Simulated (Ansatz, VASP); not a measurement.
# TePb in VASP and in Ansatz

INCAR

```
SYSTEM = TePb
PREC = Accurate
ENCUT = 520
EDIFF = 1E-6
ISMEAR = 0
SIGMA = 0.05
LREAL = .FALSE.
LASPH = .TRUE.
NELM = 80
ALGO = Normal
ISIF = 2
LWAVE = .FALSE.
LCHARG = .FALSE.
GGA = PS
NBANDS = 17
```

The input KPOINTS:

```
regular mesh
0
G
  10 10 8
  0 0 0
```

POSCAR

```
TePb
1.0
    4.4559662328      0.0000000000      0.0000000000
   -2.2279831164      3.8589799560      0.0000000000
    0.0000000000      0.0000000000      4.1892026525
Pb Te
1 1
Direct
    0.0000000000      0.0000000000      0.0000000000
    0.6666666667      0.3333333333      0.5000000000
```

Input for Ansatz:

```yaml
crystal:
  lattice:
    - [4.4559662328, 0.0, 0.0]
    - [-2.2279831164, 3.858979956, 0.0]
    - [0.0, 0.0, 4.1892026525]
  atoms:
    - { symbol: Pb, position: [0.0, 0.0, 0.0] }
    - { symbol: Te, position: [0.6666666667, 0.3333333333, 0.5] }
basis:
  ecutwfc: 420
  ecutrho_ratio: 4
kpoints:
  mp_grid: { grid: [10, 10, 8] }
hamiltonian:
  xc: pbesol
scf:
  occupations: { method: gaussian, width: 0.05 }
output:
  forces: true
  stress: true
  eigenvalues: true
  populations: true
```

Alike in both runs: task single point; functional PBEsol; k mesh 10 × 10 × 8; occupations gaussian, width 0.05 eV; no spin polarisation.

```csv
,VASP,Ansatz
version,VASP 6.6.1,Ansatz 0.2.0
potentials or method,"VASP PAW PBE potentials, release 64 (Pb_d, Te), cutoff 520 eV","scalar-relativistic, plane waves, PAW"
valence electrons in the cell,20,30
```

|  | VASP | Ansatz | Ansatz less VASP |
| --- | --- | --- | --- |
| gap on the k mesh at the Fermi level (eV) | none | none | - |
| pressure (GPa) | -2.3 | -2.2 | +0.03 |
| traceless stress, the component that is largest in VASP (GPa) | -0.25 | -0.25 | -0.003 |

VASP's potentials were made for PBE, not for PBEsol. A gap of «none» marks a metal or a gap that the smearing closes. The functional is the same, so the differences come from potentials, cutoffs and numerics. VASP's potentials hold 20 valence electrons a cell and Ansatz's 30, so a difference there can come from the potentials and not from the codes.

Neither program's run includes spin-orbit coupling.
